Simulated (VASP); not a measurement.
# NiGe (Pnma) in VASP: notebook

Runs on NiGe. Level: PBE. Tasks: single point.

Everything below comes from runs of VASP 6.6.1. Logs are shortened: lines on timing, memory, paths and dates and some standing lists are left out, and cuts for length are marked.

### Step 1. The cell of the first run

The structure is orthorhombic, space group Pnma (No. 62). Conventional cell: a = 5.397 Å, b = 3.481 Å, c = 6.021 Å, α = 90.00°, β = 90.00°, γ = 90.00°. Within 3.2 Å of Ni (site symmetry m) lie 6 Ge at 2.39 to 2.59 Å and 4 Ni at 2.79 to 2.88 Å. Within 3.2 Å of Ge (site symmetry m) lie 6 Ni at 2.39 to 2.59 Å and 2 Ge at 2.89 Å.

### Step 2. Single point, PBE (strain +0.0300 x Voigt [0, 0, 1, 0, 0, 0])

Contents of INCAR:

```
PREC = Accurate
ENCUT = 520
EDIFF = 1E-6
ISMEAR = 0
SIGMA = 0.15
LREAL = False
LASPH = True
NELM = 80
ALGO = Fast
ISIF = 2
LWAVE = False
LCHARG = False
GGA = PE
NBANDS = 58
```

Contents of KPOINTS:

```
regular mesh
0
Gamma
  8 12 8
```

Contents of POSCAR:

```
NiGe
1.0
    5.3966575280      0.0000000000      0.0000000000
    0.0000000000      3.4808800805      0.0000000000
    0.0000000000      0.0000000000      6.0214646107
Ni Ge
4 4
Direct
    0.9942832188      0.7500000000      0.1901826734
    0.0057167812      0.2500000000      0.8098173266
    0.5057167812      0.2500000000      0.6901826734
    0.4942832188      0.7500000000      0.3098173266
    0.8103268991      0.7500000000      0.5874320982
    0.1896731009      0.2500000000      0.4125679018
    0.6896731009      0.2500000000      0.0874320982
    0.3103268991      0.7500000000      0.9125679018
```

Potentials or basis: VASP PAW PBE potentials, release 64 (Ni, Ge_d).

Started as:

```sh
$ cat potpaw_PBE.64/Ni/POTCAR potpaw_PBE.64/Ge_d/POTCAR > POTCAR
$ mpirun -np 1 vasp_std > vasp.out
```

OUTCAR:

```text
PREC = Accurate
   ENCUT = 520
   EDIFF = 1E-6
   ISMEAR = 0
   LREAL = False
   LASPH = True
   NELM = 80
   ISIF = 2
   GGA = PE

 ion  position               nearest neighbor table
   1  0.994  0.750  0.190-   8 2.39   6 2.44   6 2.44   7 2.47   7 2.47   5 2.59   4 2.79   4 2.79
                             2 2.88   2 2.88
   2  0.006  0.250  0.810-   7 2.39   5 2.44   5 2.44   8 2.47   8 2.47   6 2.59   3 2.79   3 2.79
                             1 2.88   1 2.88
   3  0.506  0.250  0.690-   6 2.39   8 2.44   8 2.44   5 2.47   5 2.47   7 2.59   2 2.79   2 2.79
                             4 2.88   4 2.88
   4  0.494  0.750  0.310-   5 2.39   7 2.44   7 2.44   6 2.47   6 2.47   8 2.59   1 2.79   1 2.79
                             3 2.88   3 2.88
   5  0.810  0.750  0.587-   4 2.39   2 2.44   2 2.44   3 2.47   3 2.47   1 2.59   6 2.89   6 2.89

   6  0.190  0.250  0.413-   3 2.39   1 2.44   1 2.44   4 2.47   4 2.47   2 2.59   5 2.89   5 2.89

   7  0.690  0.250  0.087-   2 2.39   4 2.44   4 2.44   1 2.47   1 2.47   3 2.59   8 2.89   8 2.89

   8  0.310  0.750  0.913-   1 2.39   3 2.44   3 2.44   2 2.47   2 2.47   4 2.59   7 2.89   7 2.89

  LATTYP: Found a simple orthorhombic cell.
 ALAT       =     3.4808800805
 B/A-ratio  =     1.5503715736
 C/A-ratio  =     1.7298684446

  Lattice vectors:

 A1 = (   0.0000000000,  -3.4808800805,   0.0000000000)
 A2 = (   5.3966575280,   0.0000000000,   0.0000000000)
 A3 = (   0.0000000000,   0.0000000000,   6.0214646107)

Analysis of symmetry for initial positions (statically):
=====================================================================
 Subroutine PRICEL returns:
 Original cell was already a primitive cell.

 Routine SETGRP: Setting up the symmetry group for a
 simple orthorhombic supercell.

 Subroutine GETGRP returns: Found  8 space group operations
 (whereof  2 operations were pure point group operations)
 out of a pool of  8 trial point group operations.

The static configuration has the point symmetry S_2 .
 The point group associated with its full space group is D_2h.

Analysis of symmetry for dynamics (positions and initial velocities):
=====================================================================
 Subroutine PRICEL returns:
 Original cell was already a primitive cell.

 Routine SETGRP: Setting up the symmetry group for a
 simple orthorhombic supercell.

 Subroutine GETGRP returns: Found  8 space group operations
 (whereof  2 operations were pure point group operations)
 out of a pool of  8 trial point group operations.

The dynamic configuration has the point symmetry S_2 .
 The point group associated with its full space group is D_2h.

 Subroutine INISYM returns: Found  8 space group operations
 (whereof  2 operations are pure point group operations),
 and found     1 'primitive' translations

----------------------------------------------------------------------------------------

                                     Primitive cell

  volume of cell :     113.1139

  direct lattice vectors                    reciprocal lattice vectors
     5.396657528  0.000000000  0.000000000     0.185299881  0.000000000  0.000000000
     0.000000000  3.480880080  0.000000000     0.000000000  0.287283669  0.000000000
     0.000000000  0.000000000  6.021464611     0.000000000  0.000000000  0.166072553

  length of vectors
     5.396657528  3.480880080  6.021464611     0.185299881  0.287283669  0.166072553

  position of ions in fractional coordinates (direct lattice)
     0.994283219  0.750000000  0.190182673
     0.005716781  0.250000000  0.809817327
     0.505716781  0.250000000  0.690182673
     0.494283219  0.750000000  0.309817327
     0.810326899  0.750000000  0.587432098
     0.189673101  0.250000000  0.412567902
     0.689673101  0.250000000  0.087432098
     0.310326899  0.750000000  0.912567902

  ion indices of the primitive-cell ions
   primitive index   ion index
                 1           1
                 2           2
                 3           3
                 4           4
                 5           5
                 6           6
                 7           7
                 8           8

----------------------------------------------------------------------------------------

 KPOINTS: regular mesh

Automatic generation of k-mesh.
 Grid dimensions read from file:
 generate k-points for:    8   12    8

 Generating k-lattice:

  Cartesian coordinates                     Fractional coordinates (reciprocal lattice)
     0.023162485  0.000000000  0.000000000     0.125000000  0.000000000  0.000000000
     0.000000000  0.023940306  0.000000000     0.000000000  0.083333333  0.000000000
     0.000000000  0.000000000  0.020759069     0.000000000  0.000000000  0.125000000

  Length of vectors
     0.023162485  0.023940306  0.020759069

  Shift w.r.t. Gamma in fractional coordinates (k-lattice)
     0.000000000  0.000000000  0.000000000

 Subroutine IBZKPT returns following result:
 ===========================================

 Found    175 irreducible k-points:

 Following reciprocal coordinates:
            Coordinates               Weight
  0.000000  0.000000  0.000000      1.000000
  0.125000  0.000000  0.000000      2.000000
  0.250000  0.000000  0.000000      2.000000
  0.375000  0.000000  0.000000      2.000000
  0.500000  0.000000  0.000000      1.000000
  0.000000  0.083333  0.000000      2.000000
[... 16 lines left out ...]
  0.250000  0.333333  0.000000      4.000000
  0.375000  0.333333  0.000000      4.000000
 [... further k-points ...]
   k-points           NKPTS =    175   k-points in BZ     NKDIM =    175   number of bands    NBANDS=     58
   number of dos      NEDOS =    301   number of ions     NIONS =      8
   total plane-waves  NPLWV =  53760
   dimension x,y,z NGX =    40 NGY =   28 NGZ =   48
   dimension x,y,z NGXF=    80 NGYF=   56 NGZF=   96
   ions per type =               4   4
   NGX,Y,Z   is equivalent  to a cutoff of  12.32, 13.37, 13.25 a.u.
   NGXF,Y,Z  is equivalent  to a cutoff of  24.64, 26.75, 26.50 a.u.
 SYSTEM =  unknown system
   PREC   = accura    normal or accurate (medium, high low for compatibility)
   ISTART =      0    job   : 0-new  1-cont  2-samecut
   ICHARG =      2    charge: 1-file 2-atom 10-const
   ISPIN  =      1    spin polarized calculation?
   LNONCOLLINEAR =      F non collinear calculations
   LSORBIT =      F    spin-orbit coupling
   LASPH  =      T    aspherical Exc in radial PAW
   ENCUT  =  520.0 eV  38.22 Ry    6.18 a.u.  10.03  6.47 11.20*2*pi/ulx,y,z
   NELM   =     80;   NELMIN=  2; NELMDL= -5     # of ELM steps
   EDIFF  = 0.1E-05   stopping-criterion for ELM
   LREAL  =      F    real-space projection
   EDIFFG = 0.1E-04   stopping-criterion for IOM
   NSW    =      0    number of steps for IOM
   IBRION =     -1    ionic relax: 0-MD 1-quasi-New 2-CG
   NFREE  =      0    steps in history (QN), initial steepest desc. (CG)
   ISIF   =      2    stress and relaxation
   ISYM   =      2    0-nonsym 1-usesym 2-fastsym
   POTIM  = 0.5000    time-step for ionic-motion
   TEBEG  =    0.0;   TEEND  =   0.0 temperature during run
   PSTRESS=    0.0 pullay stress
   NELECT =      96.0000    total number of electrons
   NUPDOWN=      -1.0000    fix difference up-down
   EMIN   =  10.00;   EMAX   =-10.00  energy-range for DOS
   EFERMI =   0.00;   METHOD = LEGACY
   ISMEAR =     0;   SIGMA  =   0.15  broadening in eV -4-tet -1-fermi 0-gaus
   EFERMI_NEDOS =   21; number of points for ismear=-14 and -15
   IALGO  =     68    algorithm
   IMIX   =      4    mixing-type and parameters
     AMIX     =   0.40;   BMIX     =  1.00
     AMIX_MAG =   1.60;   BMIX_MAG =  1.00
  volume/ion in A,a.u.               =      14.14        95.42
  Fermi-wavevector in a.u.,A,eV,Ry     =   1.549982  2.929041 32.687223  2.402443
  Thomas-Fermi vector in A             =   2.654711
   LORBIT       =      0    0 simple, 1 ext, 2 COOP (PROOUT), +10 PAW based schemes
   GGA     = PE    functional components
   LHFCALC =     F    Hartree Fock is set to
   AEXX    =    0.0000 exact exchange contribution
   IVDW    =     0    specifies the selected vdW correction
   LEPSILON=     F    determine dielectric tensor
   LRPA    =     F    only Hartree local field effects (RPA)
 non-spin polarized calculation
 RMM-DIIS sequential band-by-band and
 Gauss-broadening in eV      SIGMA  =   0.15
  energy-cutoff  :      520.00
  volume of cell :      113.11
 maximum number of plane-waves:      3088
   NGX = 21   NGY = 13   NGZ = 23

 number of electron      95.9999972 magnetization

 Free energy of the ion-electron system (eV)
  ---------------------------------------------------
  ext. energy  EPLUGINS =         0.00000000
  ---------------------------------------------------
  free energy    TOTEN  =       -42.36421297 eV

  energy without entropy =      -42.33318024  energy(sigma->0) =      -42.34869661

 E-fermi :   8.2361     XC(G=0): -12.2369

 val. band max:        8.2200451299   @ k =   0.2500   0.0833   0.2500
 cond. band min:       8.2389112049   @ k =   0.3750   0.0833   0.1250
 fundamental gap:      0.0188660750
 Fermi energy:         8.2361274264

 k-point     1 :       0.0000    0.0000    0.0000
  band No.  band energies     occupation
      1     -16.4373      2.00000
      2     -16.4271      2.00000
      3     -16.4182      2.00000
      4     -16.4157      2.00000
      5     -16.3997      2.00000
      6     -16.3830      2.00000
[... 50 lines left out ...]
     57      14.8738      0.00000
     58      15.0732      0.00000

 k-point     2 :       0.1250    0.0000    0.0000
  band No.  band energies     occupation
      1     -16.4368      2.00000
      2     -16.4274      2.00000
      3     -16.4179      2.00000
      4     -16.4154      2.00000
      5     -16.3995      2.00000
      6     -16.3842      2.00000
[... 50 lines left out ...]
     57      14.5447      0.00000
     58      14.9675      0.00000

 k-point     3 :       0.2500    0.0000    0.0000
  band No.  band energies     occupation
      1     -16.4355      2.00000
      2     -16.4283      2.00000
      3     -16.4168      2.00000
      4     -16.4148      2.00000
      5     -16.3991      2.00000
      6     -16.3875      2.00000
[... 1216 lines left out ...]
      3     -16.4097      2.00000
      4     -16.4079      2.00000
      5     -16.3993      2.00000
      6     -16.3891      2.00000
[... 50 lines left out ...]
     57      13.3877      0.00000
     58      15.5898      0.00000

 k-point    24 :       0.3750    0.3333    0.0000
  band No.  band energies     occupation
      1     -16.4318      2.00000
      2     -16.4297      2.00000
      3     -16.4089      2.00000
      4     -16.4079      2.00000
      5     -16.3970      2.00000
      6     -16.3912      2.00000
[... 50 lines left out ...]
     57      14.3922      0.00000
     58      15.5348      0.00000

 [... further k-points ...]
[... 5 lines left out ...]
  --------------------------------------------------------------------------------------
  -------------------------------------------------------------------------------------
  Total       -1.8556118     -1.6558254     -3.9545830      0.0000000      0.0000000      0.0000000
  in kB      -26.2834058    -23.4535762    -56.0138231      0.0000000      0.0000000      0.0000000
  external PRESSURE =     -35.2502684 kB  Pullay stress =       0.0000000 kB

 VOLUME and BASIS-vectors are now :
 -----------------------------------------------------------------------------
  energy-cutoff  :      520.00
  volume of cell :      113.11
      direct lattice vectors                 reciprocal lattice vectors
     5.396657528  0.000000000  0.000000000     0.185299881  0.000000000  0.000000000
     0.000000000  3.480880080  0.000000000     0.000000000  0.287283669  0.000000000
     0.000000000  0.000000000  6.021464611     0.000000000  0.000000000  0.166072553

 POSITION                                       TOTAL-FORCE (eV/Angst)
 -----------------------------------------------------------------------------------
      5.36581      2.61066      1.14518         0.083192     -0.000000      0.083459
      0.03085      0.87022      4.87629        -0.083192     -0.000000     -0.083459
      2.72918      0.87022      4.15591        -0.083192     -0.000000      0.083459
      2.66748      2.61066      1.86555         0.083192      0.000000     -0.083459
      4.37306      2.61066      3.53720        -0.070521      0.000000     -0.101567
      1.02360      0.87022      2.48426         0.070521     -0.000000      0.101567
      3.72193      0.87022      0.52647         0.070521     -0.000000     -0.101567
      1.67473      2.61066      5.49500        -0.070521     -0.000000      0.101567
 -----------------------------------------------------------------------------------
    total drift:                               -0.000000      0.000000      0.000000

  FREE ENERGIE OF THE ION-ELECTRON SYSTEM (eV)
  ---------------------------------------------------
  free  energy   TOTEN  =       -42.3642129732 eV

  energy  without entropy=      -42.3331802435  energy(sigma->0) =      -42.34869661
```

Run time: 34 min. Hardware: 1 thread of Oxide Virtual Turin-like, shared host; peak memory 0.82 GiB.

What came out:

* Free energy: -42.3642 eV
* Pressure: -3.5 GPa
* Largest force: 0.124 eV/Å
* Band gap on the k mesh: zero (bands 48 and 49 overlap by 1.82 eV)

Forces in eV/Å, atoms in the order of the input:
```
Ni   0.083  0.000  0.083
Ni  -0.083  0.000 -0.083
Ni  -0.083  0.000  0.083
Ni   0.083  0.000 -0.083
Ge  -0.071  0.000 -0.102
Ge   0.071  0.000  0.102
Ge   0.071  0.000 -0.102
Ge  -0.071  0.000  0.102
```

Levels at points of the mesh, in eV from the Fermi level:
| k point | band 44 | band 45 | band 46 | band 47 | band 48 | band 49 | band 50 | band 51 | band 52 | band 53 |
| --- | --- | --- | --- | --- | --- | --- | --- | --- | --- | --- |
| (0.00, 0.00, 0.00) | -1.65 | -1.59 | -1.02 | -0.79 | -0.59 | 0.48 | 0.73 | 3.81 | 3.94 | 4.21 |
| (0.50, 0.00, 0.00) | -1.58 | -1.48 | -1.48 | 0.79 | 0.79 | 1.65 | 1.65 | 2.95 | 2.95 | 4.16 |
| (0.00, 0.50, 0.00) | -1.59 | -1.48 | -1.48 | -1.20 | -1.20 | -0.53 | -0.53 | 1.81 | 1.81 | 2.13 |
| (0.50, 0.50, 0.00) | -1.61 | -1.29 | -1.29 | -1.29 | -1.29 | 0.19 | 0.19 | 0.19 | 0.19 | 4.14 |
| (0.00, 0.00, 0.50) | -1.66 | -1.24 | -1.24 | -0.29 | -0.29 | 1.18 | 1.18 | 2.38 | 2.38 | 3.97 |
| (0.50, 0.00, 0.50) | -1.69 | -1.06 | -1.06 | 0.66 | 0.66 | 2.22 | 2.22 | 2.51 | 2.51 | 2.58 |
| (0.00, 0.50, 0.50) | -1.55 | -1.55 | -1.55 | -1.41 | -1.41 | 0.34 | 0.34 | 0.56 | 0.56 | 1.96 |
| (0.50, 0.50, 0.50) | -1.68 | -1.46 | -1.46 | -1.46 | -1.46 | 2.22 | 2.22 | 2.22 | 2.22 | 2.98 |

Caveat: the cell differs from its parent crystal (strain +0.0300 x Voigt [0, 0, 1, 0, 0, 0]); the cell stands under tension. Spin polarisation is off, so any magnetic state and its effect on volume and gap are missing.

### Step 3. Single point, PBE (strain +0.0200 x Voigt [0, 0, 1, 0, 0, 0])

Contents of INCAR:

```
SYSTEM = NiGe
  PREC = Accurate
  ENCUT = 520
  EDIFF = 1E-6
  ISMEAR = 0
  SIGMA = 0.15
  LREAL = .FALSE.
  LASPH = .TRUE.
  NELM = 100
  ALGO = Fast
  ISIF = 2
  LWAVE = .FALSE.
  LCHARG = .TRUE.
  GGA = PE
  LELF = .TRUE.
  LVHAR = .TRUE.
  NBANDS = 58
```

Contents of KPOINTS:

```
regular mesh
0
G
  8 12 8
  0 0 0
```

POSCAR: that of step 2 with these lines changed.

```diff
@@ -4,3 +4,3 @@
     0.0000000000      3.4808800805      0.0000000000
-    0.0000000000      0.0000000000      6.0214646107
+    0.0000000000      0.0000000000      5.9630037892
 Ni Ge
```

Potentials or basis: VASP PAW PBE potentials, release 64 (Ni, Ge_d).

Started as:

```sh
$ cat potpaw_PBE.64/Ni/POTCAR potpaw_PBE.64/Ge_d/POTCAR > POTCAR
$ mpirun -np 1 vasp_std > vasp.out
```

Wall time 31 min (1 thread of Oxide Virtual Turin-like, shared host); peak memory 0.81 GiB.

The run converged. Its results:

* Free energy: -42.3966 eV
* Pressure: -2.4 GPa
* Largest force: 0.088 eV/Å
* Band gap on the k mesh: zero (bands 48 and 49 overlap by 1.82 eV)

Forces in eV/Å, atoms in the order of the input:
```
Ni   0.055  0.000  0.061
Ni  -0.055  0.000 -0.061
Ni  -0.055  0.000  0.061
Ni   0.055  0.000 -0.061
Ge  -0.049  0.000 -0.072
Ge   0.049  0.000  0.072
Ge   0.049  0.000 -0.072
Ge  -0.049  0.000  0.072
```

Stress tensor (GPa, compression positive):
```
-1.73  0.00  0.00
 0.00 -1.56  0.00
 0.00  0.00 -3.81
```

Levels at points of the mesh, in eV from the Fermi level:
```
           k point  band 44  band 45  band 46  band 47  band 48  band 49  band 50  band 51  band 52  band 53
(0.00, 0.00, 0.00)    -1.64    -1.61    -1.03    -0.80    -0.66     0.51     0.74     3.84     3.96     4.35
(0.50, 0.00, 0.00)    -1.59    -1.50    -1.50     0.76     0.76     1.60     1.60     2.97     2.97     4.23
(0.00, 0.50, 0.00)    -1.62    -1.50    -1.50    -1.20    -1.20    -0.52    -0.52     1.85     1.85     2.12
(0.50, 0.50, 0.00)    -1.64    -1.31    -1.31    -1.31    -1.31     0.22     0.22     0.22     0.22     4.12
(0.00, 0.00, 0.50)    -1.69    -1.24    -1.24    -0.27    -0.27     1.16     1.16     2.42     2.42     4.06
(0.50, 0.00, 0.50)    -1.70    -1.02    -1.02     0.67     0.67     2.27     2.27     2.50     2.50     2.58
(0.00, 0.50, 0.50)    -1.57    -1.56    -1.56    -1.43    -1.43     0.36     0.36     0.58     0.58     2.01
(0.50, 0.50, 0.50)    -1.70    -1.48    -1.48    -1.48    -1.48     2.28     2.28     2.28     2.28     3.05
```

Caveat: the cell differs from its parent crystal (strain +0.0200 x Voigt [0, 0, 1, 0, 0, 0]). Spin polarisation is off, so any magnetic state and its effect on volume and gap are missing.

The gap in the log of VASP goes by the Fermi energy; the results here count the filled bands.